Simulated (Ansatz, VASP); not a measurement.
## SiC in VASP and in Ansatz

The input INCAR:

```
SYSTEM = SiC
ALGO = Normal
EDIFF = 1E-8
ENCUT = 520
GGA = PE
ISIF = 2
ISMEAR = -1
LASPH = .TRUE.
LCHARG = .FALSE.
LEFG = .TRUE.
LREAL = .FALSE.
LWAVE = .FALSE.
NBANDS = 16
NELM = 60
PREC = Accurate
SIGMA = 0.08
```

KPOINTS

```
k-points
0
G
  15 15 8
  0 0 0
```

Contents of POSCAR:

```
SiC
1.0
    3.0657105101      0.0000000000      0.0000000000
   -1.5328552551      2.6549831825      0.0000000000
    0.0000000000      0.0000000000      5.0311169308
Si C
2 2
Direct
    0.3333333333      0.6666666667      0.0000000000
    0.6666666667      0.3333333333      0.5000000000
    0.3333333333      0.6666666667      0.3850000000
    0.6666666667      0.3333333333      0.8850000000
```

Input for Ansatz:

```yaml
crystal:
  lattice:
    - [3.0657105101, 0.0, 0.0]
    - [-1.5328552551, 2.6549831825, 0.0]
    - [0.0, 0.0, 5.0311169308]
  atoms:
    - { symbol: Si, position: [0.3333333333, 0.6666666667, 0.0] }
    - { symbol: Si, position: [0.6666666667, 0.3333333333, 0.5] }
    - { symbol: C, position: [0.3333333333, 0.6666666667, 0.385] }
    - { symbol: C, position: [0.6666666667, 0.3333333333, 0.885] }
kpoints:
  mp_grid: { grid: [15, 15, 8] }
scf:
  occupations: { method: fermi_dirac, width: 0.08 }
hamiltonian:
  xc: pbe
  pseudopotentials: { kind: paw }
output:
  forces: true
  stress: true
  eigenvalues: true
  efg: { contact_densities: true }
```

Change from the starting cell: volume scaled by 0.99, PAW files.

Alike in both runs: task electric field gradients; functional PBE; k mesh 15 × 15 × 8; occupations fermi-dirac, width 0.08 eV; no spin polarisation.

|  | VASP | Ansatz |
| --- | --- | --- |
| version | VASP 6.6.1 | Ansatz 0.2.0 |
| potentials or method | VASP PAW PBE potentials, release 64 (Si, C) | PAW with Ansatz's default frozen-core files, scalar-relativistic |
| plane-wave cutoff (eV) | 520 | 420 |
| valence electrons in the cell | 16 | 16 |

```tsv
	VASP	Ansatz	Ansatz less VASP
pressure (GPa)	6.0	6.0	+0.06
traceless stress, the component that is largest in VASP (GPa)	-3.51	-3.53	-0.020
rms of the force components (eV/Å)	0.444	0.444	0.0000
size of Vzz on the site where it differs most (V/Å²)	17.6	16.9	-0.63
```

Atom by atom the forces differ by 0.000 eV/Å (rms over components).
